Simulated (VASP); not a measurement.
Input of a VASP 6.6.1 run:

File INCAR:

```
SYSTEM = Ge4H
  ALGO = Normal
  DIPOL = 0.5 0.5 0.328
  EDIFF = 1E-6
  ENCUT = 520
  GGA = PE
  IDIPOL = 3
  ISIF = 2
  ISMEAR = 0
  IVDW = 12
  LASPH = .TRUE.
  LCHARG = .TRUE.
  LDIPOL = .TRUE.
  LELF = .TRUE.
  LREAL = .FALSE.
  LVACPOTAV = .TRUE.
  LVHAR = .TRUE.
  LWAVE = .FALSE.
  NBANDS = 36
  NELM = 60
  PREC = Accurate
  SIGMA = 0.1
```

The input KPOINTS:

```
k-points
0
G
  7 7 1
  0 0 0
```

The input POSCAR:

```
Ge4H
1.0
    4.0303587907      0.0000000000      0.0000000000
    0.0000000000      4.0303587907      0.0000000000
    0.0000000000      0.0000000000     21.6416627718
Ge H
4 1
Direct
    0.0000000000      0.5000000000      0.1848286817
    0.0000000000      0.0000000000      0.2506714513
    0.5000000000      0.0000000000      0.3196569899
    0.5000000000      0.5000000000      0.3854446333
    0.5000000000      1.0000000000      0.5009625594
```

Potentials or basis: VASP PAW PBE potentials, release 64 (Ge_d, H).

Run with:

```bash
$ cat potpaw_PBE.64/Ge_d/POTCAR potpaw_PBE.64/H/POTCAR > POTCAR
$ mpirun -np 1 vasp_std > vasp.out
```

**Question.** What does it give for the dispersion energy per atom?

**Answer.** -0.180 eV.

**Question.** What does it give for the band gap on the k mesh?

**Answer.** Zero (an odd number of electrons rules out a gap without spin polarisation).

Forces in eV/Å, atoms in the order of the input:
```
Ge   0.000  0.000 -0.104
Ge   0.000  0.000  0.186
Ge   0.000  0.000 -0.154
Ge   0.000  0.000  0.863
H    0.000  0.000 -0.791
```

Caveat: an odd number of electrons without spin polarisation forces a metal; a magnetic or distorted state may lie lower.
